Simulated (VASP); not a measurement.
Write the native input for VASP 6.6.1 that does the following.

```
Task                   : relaxation of shape and atoms at fixed volume
Functional             : LDA
Potentials or basis    : VASP PAW LDA potentials, release 64 (Sn_d, Se)
Cutoff                 : 600 eV
k mesh                 : 4 × 8 × 8
Occupations            : gaussian, width 0.03 eV
Spin                   : no spin polarisation
Further INCAR settings : ALGO = Normal; EDIFF = 1e-07; IBRION = 2; EDIFFG = -0.01; NSW = 40; ISIF = 4
```

The structure of SnSe lies in POSCAR:

```
SnSe                                    
1.0
   11.3882825836      0.0000000000      0.0000000000
    0.0000000000      4.1446342133     -0.0000000000
    0.0000000000     -0.0000000000      4.3461798926
  Sn              Se            
     4     4
Direct
     0.1170280971248635    0.2500000000000000    0.0923359957896487
     0.3829719028751365    0.7500000000000000    0.5923359957896486
     0.6170280971248636    0.2500000000000000    0.4076640042103513
     0.8829719028751364    0.7500000000000000    0.9076640042103514
     0.3576942589116968    0.2500000000000000    0.0229218848228403
     0.1423057410883030    0.7500000000000000    0.5229218848228402
     0.8576942589116973    0.2500000000000000    0.4770781151771598
     0.6423057410883027    0.7500000000000000    0.9770781151771598
```

The input as run:

INCAR

```
ALGO = Normal
EDIFF = 1E-7
EDIFFG = -0.01
ENCUT = 600
GGA = CA
IBRION = 2
ISIF = 4
ISMEAR = 0
KPAR = 2
LASPH = T
LCHARG = F
LREAL = F
LWAVE = F
NELM = 80
NSW = 40
PREC = Accurate
SIGMA = 0.03
```

KPOINTS

```
k-points
0
Gamma
  4 8 8
```

Potentials or basis: VASP PAW LDA potentials, release 64 (Sn_d, Se).

Launch:

```bash
$ cat potpaw_LDA.64/Sn_d/POTCAR potpaw_LDA.64/Se/POTCAR > POTCAR
$ mpirun -np 2 vasp_std > vasp.out
```

Results of the run:

```yaml
Energy_gained_by_relaxing: 0.6 meV/atom
Ionic_steps: 6
Pressure_after_relaxing: -0.8 GPa
Largest_force_after_relaxing: 0.008 eV/Å
Band_gap_on_the_k_mesh: 0.46 eV (least direct gap 0.75 eV)
```

Caveat: spin-orbit coupling is left out, which moves the levels of the heavy elements.

Wall time 13 min on 2 MPI ranks on Intel(R) Xeon(R) 6975P-C (Granite Rapids) (shared host), peak memory 0.76 GiB a rank.
